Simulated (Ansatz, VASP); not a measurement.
# One calculation of AgPd4, two programs

```
Pd Ag
1.0
     2.71546    0.00000    0.00000
     0.00000    2.71546    0.00000
     0.00000    0.00000   23.68050
Pd Ag
4 1
Direct
  0.00000 0.00000 0.33968
  0.50000 0.50000 0.41929
  0.50000 0.50000 0.58071
  0.00000 0.00000 0.66032
  0.00000 0.00000 0.50000
```

Alike in both runs: task single point; functional LDA; k mesh 13 × 13 × 1; occupations fermi-dirac, width 0.05 eV; no spin polarisation.

|  | VASP | Ansatz |
| --- | --- | --- |
| version | VASP 6.6.1 | Ansatz 0.2.0 |
| potentials or method | VASP PAW LDA potentials, release 64 (Pd, Ag), cutoff 400 eV | all-electron LAPW, scalar-relativistic |

VASP gave:

- rms of the force components (eV/Å): 0.214

Task: Which values does Ansatz return?

Result: rms of the force components (eV/Å): 0.213.

LDA's correlation is that of Perdew and Zunger in VASP and of Perdew and Wang (1992) in Ansatz. Ansatz ran all-electron here, and VASP with PAW potentials.
